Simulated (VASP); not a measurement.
A run of VASP 6.6.1:

POSCAR

```
BiTe
1.0
    0.0000000000      3.1912784242      3.1912784242
    3.1912784242      0.0000000000      3.1912784242
    3.1912784242      3.1912784242      0.0000000000
Bi Te
1 1
Direct
    0.0000000000      0.0000000000      0.0000000000
    0.5000000000      0.5000000000      0.5000000000
```

File INCAR.step1:

```
SYSTEM = BiTe
  ALGO = Normal
  EDIFF = 1E-4
  ENCUT = 520
  GGA = PE
  ISMEAR = -1
  LASPH = .TRUE.
  LCHARG = .FALSE.
  LREAL = .FALSE.
  LWAVE = .TRUE.
  NBANDS = 18
  NELM = 60
  PREC = Accurate
  SIGMA = 0.05
```

File INCAR.step2:

```
SYSTEM = BiTe
  ALGO = Normal
  EDIFF = 1E-6
  ENCUT = 520
  ISIF = 2
  ISMEAR = -1
  ISTART = 1
  LASPH = .TRUE.
  LCHARG = .FALSE.
  LMIXTAU = .TRUE.
  LREAL = .FALSE.
  LWAVE = .FALSE.
  METAGGA = R2SCAN
  NBANDS = 18
  NELM = 60
  PREC = Accurate
  SIGMA = 0.05
```

Contents of KPOINTS:

```
k-points
0
G
  7 7 7
  0 0 0
```

Potentials or basis: VASP PAW PBE potentials, release 64 (Bi_d, Te).

Command:

```sh
$ cat potpaw_PBE.64/Bi_d/POTCAR potpaw_PBE.64/Te/POTCAR > POTCAR
$ cp INCAR.step1 INCAR
$ mpirun -np 1 vasp_std > vasp.out
$ cp INCAR.step2 INCAR
$ mpirun -np 1 vasp_std > vasp.out
```

Hardware: 1 thread of Intel(R) Xeon(R) 6975P-C (Granite Rapids), on a shared host.

Problem. How long does it take, and how much memory?

Solution. Run time: 40 s on 1 thread of Intel(R) Xeon(R) 6975P-C (Granite Rapids), with other jobs on the host, peak memory 0.21 GiB. Counts: k points 20.
